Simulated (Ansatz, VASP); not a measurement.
## Two plane-wave programs on Cu

INCAR

```
SYSTEM = Cu
ALGO = Fast
EDIFF = 1E-7
ENCUT = 520
GGA = PS
ISIF = 2
ISMEAR = 0
LASPH = .TRUE.
LCHARG = .TRUE.
LELF = .TRUE.
LREAL = .FALSE.
LVHAR = .TRUE.
LWAVE = .FALSE.
NBANDS = 54
NELM = 60
PREC = Accurate
SIGMA = 0.15
```

File KPOINTS:

```
k-points
0
G
  8 8 8
  0 0 0
```

File POSCAR:

```
Cu
1.0
    1.2147975457      3.9598457492     -2.4677050578
    1.2147975457      3.9598457492      2.4677050578
    4.8591901826      0.0000000000      0.0000000000
Cu
8
Direct
    0.2381497362      0.4906604109      0.0700786432
    0.7621274925      0.9945527691      0.0448616754
    0.2381497362      0.4906604109      0.5700786432
    0.7381497362      0.9906604109      0.5700786432
    0.2558558248      0.0083664995      0.4362255988
    0.7558558248      0.5083664995      0.4362255988
    0.2558558248      0.0083664995      0.9362255988
    0.7558558248      0.5083664995      0.9362255988
```

Input for Ansatz:

```yaml
crystal:
  lattice:
    - [1.2147975457, 3.9598457492, -2.4677050578]
    - [1.2147975457, 3.9598457492, 2.4677050578]
    - [4.8591901826, 0.0, 0.0]
  atoms:
    - { symbol: Cu, position: [0.2381497362, 0.4906604109, 0.0700786432] }
    - { symbol: Cu, position: [0.7621274925, 0.9945527691, 0.0448616754] }
    - { symbol: Cu, position: [0.2381497362, 0.4906604109, 0.5700786432] }
    - { symbol: Cu, position: [0.7381497362, 0.9906604109, 0.5700786432] }
    - { symbol: Cu, position: [0.2558558248, 0.0083664995, 0.4362255988] }
    - { symbol: Cu, position: [0.7558558248, 0.5083664995, 0.4362255988] }
    - { symbol: Cu, position: [0.2558558248, 0.0083664995, 0.9362255988] }
    - { symbol: Cu, position: [0.7558558248, 0.5083664995, 0.9362255988] }
basis:
  ecutwfc: 420
kpoints:
  mp_grid: { grid: [8, 8, 8] }
hamiltonian:
  xc: pbesol
scf:
  occupations: { method: gaussian, width: 0.15 }
output:
  forces: true
  stress: true
  eigenvalues: true
```

Change from the starting cell: atom 2 moved 0.15 Å.

Alike in both runs: task single point; functional PBEsol; k mesh 8 × 8 × 8; occupations gaussian, width 0.15 eV; no spin polarisation.

|  | VASP | Ansatz |
| --- | --- | --- |
| version | VASP 6.6.1 | Ansatz 0.2.0 |
| potentials or method | VASP PAW PBE potentials, release 64 (Cu), cutoff 520 eV | scalar-relativistic, plane waves, PAW |
| valence electrons in the cell | 88 | 152 |

Ansatz gave:

```
gap on the k mesh at the Fermi level (eV)                     : none
pressure (GPa)                                                : 0.2
traceless stress, the component that is largest in VASP (GPa) : 0.71
rms of the force components (eV/Å)                            : 0.286
```

Q: Which values does VASP return?

A: gap on the k mesh at the Fermi level (eV): none; pressure (GPa): 0.9; traceless stress, the component that is largest in VASP (GPa): 0.71; rms of the force components (eV/Å): 0.287.

VASP's potentials were made for PBE, not for PBEsol. Atom by atom the forces differ by 0.002 eV/Å (rms over components). A gap of «none» marks a metal or a gap that the smearing closes. With one functional, cell and mesh, what is left measures potentials, basis and numerics. VASP's potentials hold 88 valence electrons a cell and Ansatz's 152, so a difference there can come from the potentials and not from the codes.
